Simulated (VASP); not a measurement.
# AlNi3 (Pm-3m) in VASP: further runs

Runs on AlNi3. Level: PBE. Tasks: single point.

Everything below comes from runs of VASP 6.6.1. Logs are shortened: lines on timing, memory, paths and dates and some standing lists are left out, and cuts for length are marked.

## (1) The cell of the first run

It takes space group Pm-3m (No. 221, cubic). Conventional cell: a = 3.602 Å, b = 3.602 Å, c = 3.602 Å, α = 90.00°, β = 90.00°, γ = 90.00°. Within 3.4 Å of Al (site symmetry m-3m) lie 12 Ni at 2.55 Å. Ni (site symmetry 4/mmm) has 4 Al at 2.55 Å and 8 Ni at 2.55 Å within 3.4 Å.

## (2) Single point, PBE, collinear spin, ferromagnetic start (volume scaled by 1.03)

Contents of INCAR:

```
SYSTEM = AlNi3
  ALGO = Normal
  EDIFF = 1E-7
  ENCUT = 520
  GGA = PE
  ISIF = 2
  ISMEAR = 0
  ISPIN = 2
  LASPH = .TRUE.
  LCHARG = .FALSE.
  LMAXMIX = 4
  LORBIT = 11
  LREAL = .FALSE.
  LWAVE = .FALSE.
  MAGMOM = 0 0.3 0.3 0.3
  NBANDS = 28
  NELM = 150
  PREC = Accurate
  SIGMA = 0.1
```

Contents of KPOINTS:

```
k-points
0
G
  12 12 12
  0 0 0
```

Contents of POSCAR:

```
AlNi3
1.0
    3.6019948319      0.0000000000      0.0000000000
    0.0000000000      3.6019948319      0.0000000000
    0.0000000000      0.0000000000      3.6019948319
Al Ni
1 3
Direct
    0.0000000000      0.0000000000      0.0000000000
    0.0000000000      0.5000000000      0.5000000000
    0.5000000000      0.0000000000      0.5000000000
    0.5000000000      0.5000000000      0.0000000000
```

Potentials or basis: VASP PAW PBE potentials, release 64 (Al, Ni).

Started as:

```console
> cat potpaw_PBE.64/Al/POTCAR potpaw_PBE.64/Ni/POTCAR > POTCAR
> mpirun -np 1 vasp_std > vasp.out
```

OUTCAR:

```text
SYSTEM = AlNi3
   EDIFF = 1E-7
   ENCUT = 520
   GGA = PE
   ISIF = 2
   ISMEAR = 0
   ISPIN = 2
   LASPH = .TRUE.
   LORBIT = 11
   LREAL = .FALSE.
   NELM = 150
   PREC = Accurate

 ion  position               nearest neighbor table
   1  0.000  0.000  0.000-   2 2.55   3 2.55   4 2.55   2 2.55   3 2.55   2 2.55   4 2.55   2 2.55
                             3 2.55   4 2.55   3 2.55   4 2.55
   2  0.000  0.500  0.500-   1 2.55   3 2.55   4 2.55   1 2.55   4 2.55   1 2.55   3 2.55   1 2.55
                             3 2.55   4 2.55   4 2.55   3 2.55
   3  0.500  0.000  0.500-   1 2.55   2 2.55   4 2.55   1 2.55   4 2.55   2 2.55   4 2.55   4 2.55
                             1 2.55   2 2.55   1 2.55   2 2.55
   4  0.500  0.500  0.000-   1 2.55   2 2.55   3 2.55   2 2.55   3 2.55   1 2.55   3 2.55   3 2.55
                             1 2.55   2 2.55   2 2.55   1 2.55

  LATTYP: Found a simple cubic cell.
 ALAT       =     3.6019948319

  Lattice vectors:

 A1 = (   3.6019948319,   0.0000000000,   0.0000000000)
 A2 = (   0.0000000000,   3.6019948319,   0.0000000000)
 A3 = (   0.0000000000,   0.0000000000,   3.6019948319)

Analysis of symmetry for initial positions (statically):
=====================================================================
 Subroutine PRICEL returns:
 Original cell was already a primitive cell.

 Routine SETGRP: Setting up the symmetry group for a
 simple cubic supercell.

 Subroutine GETGRP returns: Found 48 space group operations
 (whereof 48 operations were pure point group operations)
 out of a pool of 48 trial point group operations.

The static configuration has the point symmetry O_h .

Analysis of symmetry for dynamics (positions and initial velocities):
=====================================================================
 Subroutine PRICEL returns:
 Original cell was already a primitive cell.

 Routine SETGRP: Setting up the symmetry group for a
 simple cubic supercell.

 Subroutine GETGRP returns: Found 48 space group operations
 (whereof 48 operations were pure point group operations)
 out of a pool of 48 trial point group operations.

The dynamic configuration has the point symmetry O_h .

Analysis of structural, dynamic, and magnetic symmetry:
=====================================================================
 Subroutine PRICEL returns:
 Original cell was already a primitive cell.

 Routine SETGRP: Setting up the symmetry group for a
 simple cubic supercell.

 Subroutine GETGRP returns: Found 48 space group operations
 (whereof 48 operations were pure point group operations)
 out of a pool of 48 trial point group operations.

The overall configuration has the point symmetry O_h .

 Subroutine INISYM returns: Found 48 space group operations
 (whereof 48 operations are pure point group operations),
 and found     1 'primitive' translations

----------------------------------------------------------------------------------------

                                     Primitive cell

  volume of cell :      46.7336

  direct lattice vectors                    reciprocal lattice vectors
     3.601994832  0.000000000  0.000000000     0.277623941  0.000000000  0.000000000
     0.000000000  3.601994832  0.000000000     0.000000000  0.277623941  0.000000000
     0.000000000  0.000000000  3.601994832     0.000000000  0.000000000  0.277623941

  length of vectors
     3.601994832  3.601994832  3.601994832     0.277623941  0.277623941  0.277623941

  position of ions in fractional coordinates (direct lattice)
     0.000000000  0.000000000  0.000000000
     0.000000000  0.500000000  0.500000000
     0.500000000  0.000000000  0.500000000
     0.500000000  0.500000000  0.000000000

  ion indices of the primitive-cell ions
   primitive index   ion index
                 1           1
                 2           2
                 3           3
                 4           4

----------------------------------------------------------------------------------------

 KPOINTS: k-points

Automatic generation of k-mesh.
 Grid dimensions read from file:
 generate k-points for:   12   12   12

 Generating k-lattice:

  Cartesian coordinates                     Fractional coordinates (reciprocal lattice)
     0.023135328  0.000000000  0.000000000     0.083333333  0.000000000  0.000000000
     0.000000000  0.023135328  0.000000000     0.000000000  0.083333333  0.000000000
     0.000000000  0.000000000  0.023135328     0.000000000  0.000000000  0.083333333

  Length of vectors
     0.023135328  0.023135328  0.023135328

  Shift w.r.t. Gamma in fractional coordinates (k-lattice)
     0.000000000  0.000000000  0.000000000

 Subroutine IBZKPT returns following result:
 ===========================================

 Found     84 irreducible k-points:

 Following reciprocal coordinates:
            Coordinates               Weight
  0.000000  0.000000  0.000000      1.000000
  0.083333  0.000000  0.000000      6.000000
  0.166667  0.000000  0.000000      6.000000
  0.250000  0.000000  0.000000      6.000000
  0.333333  0.000000  0.000000      6.000000
  0.416667  0.000000  0.000000      6.000000
[... 16 lines left out ...]
  0.333333  0.333333  0.000000     12.000000
  0.416667  0.333333  0.000000     24.000000
 [... further k-points ...]
   k-points           NKPTS =     84   k-points in BZ     NKDIM =     84   number of bands    NBANDS=     28
   number of dos      NEDOS =    301   number of ions     NIONS =      4
   total plane-waves  NPLWV =  21952
   dimension x,y,z NGX =    28 NGY =   28 NGZ =   28
   dimension x,y,z NGXF=    56 NGYF=   56 NGZF=   56
   ions per type =               1   3
   NGX,Y,Z   is equivalent  to a cutoff of  12.92, 12.92, 12.92 a.u.
   NGXF,Y,Z  is equivalent  to a cutoff of  25.85, 25.85, 25.85 a.u.
 SYSTEM =  AlNi3
   PREC   = accura    normal or accurate (medium, high low for compatibility)
   ISTART =      0    job   : 0-new  1-cont  2-samecut
   ICHARG =      2    charge: 1-file 2-atom 10-const
   ISPIN  =      2    spin polarized calculation?
   LNONCOLLINEAR =      F non collinear calculations
   LSORBIT =      F    spin-orbit coupling
   LASPH  =      T    aspherical Exc in radial PAW
   ENCUT  =  520.0 eV  38.22 Ry    6.18 a.u.   6.70  6.70  6.70*2*pi/ulx,y,z
   NELM   =    150;   NELMIN=  2; NELMDL= -5     # of ELM steps
   EDIFF  = 0.1E-06   stopping-criterion for ELM
   LREAL  =      F    real-space projection
   EDIFFG = 0.1E-05   stopping-criterion for IOM
   NSW    =      0    number of steps for IOM
   IBRION =     -1    ionic relax: 0-MD 1-quasi-New 2-CG
   NFREE  =      0    steps in history (QN), initial steepest desc. (CG)
   ISIF   =      2    stress and relaxation
   ISYM   =      2    0-nonsym 1-usesym 2-fastsym
   POTIM  = 0.5000    time-step for ionic-motion
   TEBEG  =    0.0;   TEEND  =   0.0 temperature during run
   PSTRESS=    0.0 pullay stress
   NELECT =      33.0000    total number of electrons
   NUPDOWN=      -1.0000    fix difference up-down
   EMIN   =  10.00;   EMAX   =-10.00  energy-range for DOS
   EFERMI =   0.00;   METHOD = LEGACY
   ISMEAR =     0;   SIGMA  =   0.10  broadening in eV -4-tet -1-fermi 0-gaus
   EFERMI_NEDOS =   21; number of points for ismear=-14 and -15
   IALGO  =     38    algorithm
   IMIX   =      4    mixing-type and parameters
     AMIX     =   0.40;   BMIX     =  1.00
     AMIX_MAG =   1.60;   BMIX_MAG =  1.00
  volume/ion in A,a.u.               =      11.68        78.84
  Fermi-wavevector in a.u.,A,eV,Ry     =   1.457817  2.754875 28.915522  2.125231
  Thomas-Fermi vector in A             =   2.574574
   LORBIT       =     11    0 simple, 1 ext, 2 COOP (PROOUT), +10 PAW based schemes
   GGA     = PE    functional components
   LHFCALC =     F    Hartree Fock is set to
   AEXX    =    0.0000 exact exchange contribution
   IVDW    =     0    specifies the selected vdW correction
   LEPSILON=     F    determine dielectric tensor
   LRPA    =     F    only Hartree local field effects (RPA)
 spin polarized calculation
 Gauss-broadening in eV      SIGMA  =   0.10
  energy-cutoff  :      520.00
  volume of cell :       46.73
 maximum number of plane-waves:      1328
 NGX is ok and might be reduce to    28
   NGX = 13   NGY = 13   NGZ = 13

 number of electron      33.0000061 magnetization       0.7242740

 Free energy of the ion-electron system (eV)
  ---------------------------------------------------
  ext. energy  EPLUGINS =         0.00000000
  ---------------------------------------------------
  free energy    TOTEN  =       -21.88415070 eV

  energy without entropy =      -21.86725234  energy(sigma->0) =      -21.87570152

 E-fermi :   9.0433     XC(G=0): -12.4981

 val. band max:        9.0406349143   @ k =   0.3333   0.3333   0.1667
 cond. band min:       9.0442434404   @ k =   0.3333   0.3333   0.1667
 fundamental gap:      0.0036085260
 Fermi energy:         9.0432736584

 spin component 1

 k-point     1 :       0.0000    0.0000    0.0000
  band No.  band energies     occupation
      1      -0.6763      1.00000
      2       4.9382      1.00000
      3       5.5751      1.00000
      4       5.5751      1.00000
      5       5.9012      1.00000
      6       5.9012      1.00000
[... 20 lines left out ...]
     27      22.6655      0.00000
[... 691 lines left out ...]
      6       6.4593      1.00000
[... 20 lines left out ...]
     27      22.1633      0.00000
     28      22.4362      0.00000

 [... further k-points ...]

 spin component 2

 k-point     1 :       0.0000    0.0000    0.0000
  band No.  band energies     occupation
      1      -0.7089      1.00000
      2       5.0173      1.00000
      3       5.7312      1.00000
      4       5.7312      1.00000
      5       6.1963      1.00000
      6       6.1963      1.00000
[... 20 lines left out ...]
     27      22.6621      0.00000
[... 691 lines left out ...]
      6       6.7421      1.00000
[... 20 lines left out ...]
     27      22.1476      0.00000
     28      22.4432      0.00000

 [... further k-points ...]
[... 5 lines left out ...]
  --------------------------------------------------------------------------------------
  -------------------------------------------------------------------------------------
  Total       -1.4397580     -1.4397580     -1.4397580     -0.0000000     -0.0000000     -0.0000000
  in kB      -49.3595085    -49.3595085    -49.3595085     -0.0000000     -0.0000000     -0.0000000
  external PRESSURE =     -49.3595085 kB  Pullay stress =       0.0000000 kB

 VOLUME and BASIS-vectors are now :
 -----------------------------------------------------------------------------
  energy-cutoff  :      520.00
  volume of cell :       46.73
      direct lattice vectors                 reciprocal lattice vectors
     3.601994832  0.000000000  0.000000000     0.277623941  0.000000000  0.000000000
     0.000000000  3.601994832  0.000000000     0.000000000  0.277623941  0.000000000
     0.000000000  0.000000000  3.601994832     0.000000000  0.000000000  0.277623941

 POSITION                                       TOTAL-FORCE (eV/Angst)
 -----------------------------------------------------------------------------------
      0.00000      0.00000      0.00000         0.000000      0.000000      0.000000
      0.00000      1.80100      1.80100         0.000000      0.000000      0.000000
      1.80100      0.00000      1.80100         0.000000      0.000000      0.000000
      1.80100      1.80100      0.00000         0.000000      0.000000      0.000000
 -----------------------------------------------------------------------------------
    total drift:                                0.000000      0.000000      0.000000

  FREE ENERGIE OF THE ION-ELECTRON SYSTEM (eV)
  ---------------------------------------------------
  free  energy   TOTEN  =       -21.8841507016 eV

  energy  without entropy=      -21.8672523421  energy(sigma->0) =      -21.87570152

 total charge

# of ion       s       p       d       tot
------------------------------------------
    1        0.405   0.378   0.000   0.783
    2        0.478   0.486   8.365   9.329
    3        0.478   0.486   8.365   9.329
    4        0.478   0.486   8.365   9.329
--------------------------------------------------
tot          1.839   1.836  25.094  28.769

 magnetization (x)

# of ion       s       p       d       tot
------------------------------------------
    1       -0.001  -0.008   0.000  -0.009
    2       -0.003  -0.010   0.274   0.261
    3       -0.003  -0.010   0.274   0.261
    4       -0.003  -0.010   0.274   0.261
--------------------------------------------------
tot         -0.010  -0.038   0.822   0.773
```

It took 4.6 min on 1 thread of Oxide Virtual Turin-like, shared host; peak memory 0.25 GiB.

What came out:

```yaml
Free_energy: -21.8842 eV
Pressure: -4.9 GPa
Net_moment: 0.72 μB per cell
Site_moments: Al -0.01; Ni +0.26 μB
Valence_electrons_inside_the_program's_atomic_spheres: Al 0.78; Ni 9.33
```

## (3) Single point, PBE, collinear spin, ferromagnetic start (equal strain along all axes, cell held: +3.0 %)

Contents of INCAR:

```
SYSTEM = AlNi3
ALGO = Normal ; EDIFF = 1E-6
ENCUT = 520 ; GGA = PE
ISIF = 2 ; ISMEAR = 0
ISPIN = 2 ; LASPH = .True.
LCHARG = .False. ; LMAXMIX = 4
LORBIT = 11 ; LREAL = .False.
LWAVE = .False. ; MAGMOM = 0 0.3 0.3 0.3
NBANDS = 28 ; NELM = 150
PREC = Accurate ; SIGMA = 0.1
```

Contents of KPOINTS:

```
k-points
0
Gamma
  14 14 14
  0 0 0
```

Contents of POSCAR:

```
AlNi3
1.0
    3.6736792306      0.0000000000      0.0000000000
    0.0000000000      3.6736792306      0.0000000000
    0.0000000000      0.0000000000      3.6736792306
Al Ni
1 3
Direct
    0.0000000000      0.0000000000      0.0000000000
    0.0000000000      0.5000000000      0.5000000000
    0.5000000000      0.0000000000      0.5000000000
    0.5000000000      0.5000000000      0.0000000000
```

Potentials or basis: VASP PAW PBE potentials, release 64 (Al, Ni).

Started as:

```console
> cat potpaw_PBE.64/Al/POTCAR potpaw_PBE.64/Ni/POTCAR > POTCAR
> mpirun -np 1 vasp_std > vasp.out
```

Wall time 4.7 min (1 thread of Oxide Virtual Turin-like, shared host); peak memory 0.31 GiB.

It converged, with:

```
Free energy                                           : -21.7210 eV
Pressure                                              : -13.0 GPa
Net moment                                            : 0.74 μB per cell
Site moments                                          : Al -0.01; Ni +0.27 μB
Valence electrons inside the program's atomic spheres : Al 0.76; Ni 9.24
```

Levels at points of the mesh, in eV from the Fermi level:
Spin up:
```
           k point  band 15  band 16  band 17  band 18  band 19  band 20
(0.00, 0.00, 0.00)    -0.15    -0.15     0.86     0.86     0.86     6.03
(0.50, 0.00, 0.00)    -0.95    -0.49    -0.15     5.02     5.02     5.29
(0.50, 0.50, 0.00)    -0.92    -0.88    -0.53     0.67     0.67     7.43
(0.50, 0.50, 0.50)    -0.97    -0.29    -0.29    -0.29     0.00     2.76
```
Spin down:
| k point | band 12 | band 13 | band 14 | band 15 | band 16 | band 17 | band 18 | band 19 | band 20 | band 21 |
| --- | --- | --- | --- | --- | --- | --- | --- | --- | --- | --- |
| (0.00, 0.00, 0.00) | -0.35 | 0.00 | 0.31 | 0.31 | 0.31 | 0.82 | 0.82 | 0.82 | 6.12 | 6.12 |
| (0.50, 0.00, 0.00) | -0.89 | -0.79 | -0.79 | -0.71 | -0.29 | 0.31 | 5.07 | 5.07 | 5.33 | 5.33 |
| (0.50, 0.50, 0.00) | -0.98 | -0.98 | -0.96 | -0.68 | -0.49 | -0.38 | 0.98 | 0.98 | 7.44 | 7.76 |
| (0.50, 0.50, 0.50) | -1.00 | -1.00 | -0.77 | -0.77 | -0.03 | 0.10 | 0.10 | 0.10 | 2.87 | 3.77 |

Caveat: the cell differs from its parent crystal (equal strain along all axes, cell held: +3.0 %).
